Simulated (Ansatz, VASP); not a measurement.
# SrO in VASP and in Ansatz

```
Sr O
1.0
     0.00000    2.59754    2.59754
     2.59754    0.00000    2.59754
     2.59754    2.59754    0.00000
Sr O
1 1
Direct
  0.00000 0.00000 0.00000
  0.50000 0.50000 0.50000
```

Alike in both runs: functional PBE; k mesh 8 × 8 × 8; occupations gaussian, width 0.02 eV; no spin polarisation.

Ansatz relaxed the structure, and its values are those at the end. VASP's run is a single point on that final structure, the one shown.

|  | VASP | Ansatz |
| --- | --- | --- |
| version | VASP 6.6.1 | Ansatz 0.2.0 |
| potentials or method | VASP PAW PBE potentials, release 64 (Sr_sv, O), cutoff 600 eV | scalar-relativistic, plane waves, PAW |
| valence electrons in the cell | 16 | 16 |

```csv
,VASP,Ansatz,Ansatz less VASP
gap on the k mesh at the Fermi level (eV),3.28,3.33,+0.045
least direct gap on the mesh (eV),3.39,3.42,+0.036
pressure (GPa),0.4,0.0,-0.41
```
